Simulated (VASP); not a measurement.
InP3, 8 atoms in the cell. Symmetry: R-3m, No. 166, trigonal system. The conventional cell has a = 7.449 Å, b = 7.449 Å, c = 9.885 Å, α = 90.00°, β = 90.00°, γ = 120.00°. In (site symmetry 3m) has 6 P at 2.64 to 2.90 Å within 3.5 Å. Within 2.9 Å of P (site symmetry m) lie 2 P at 2.20 Å and 2 In at 2.64 to 2.90 Å. 

- Program: VASP 6.6.1
- Task: single point
- Functional: PBEsol
- Potentials or basis: VASP PAW PBE potentials, release 64 (In_d, P)
- Cutoff: 520 eV
- k mesh: 3 × 3 × 3
- Occupations: gaussian, width 0.1 eV
- Spin: no spin polarisation
- Dipole correction: no
- Further INCAR settings: ALGO = Normal; EDIFF = 1e-07; NBANDS = 38

Potentials or basis: VASP PAW PBE potentials, release 64 (In_d, P).

Run with:

```sh
$ cat potpaw_PBE.64/In_d/POTCAR potpaw_PBE.64/P/POTCAR > POTCAR
$ mpirun -np 1 vasp_std > vasp.out
```

Hardware: 1 thread of Intel Xeon 8259CL (shared host).

Estimate the wall time of this run.

Wall time 37 s on 1 thread of Intel Xeon 8259CL, on a shared host, peak memory 0.24 GiB. Counts: scf iterations 15, k points 6.
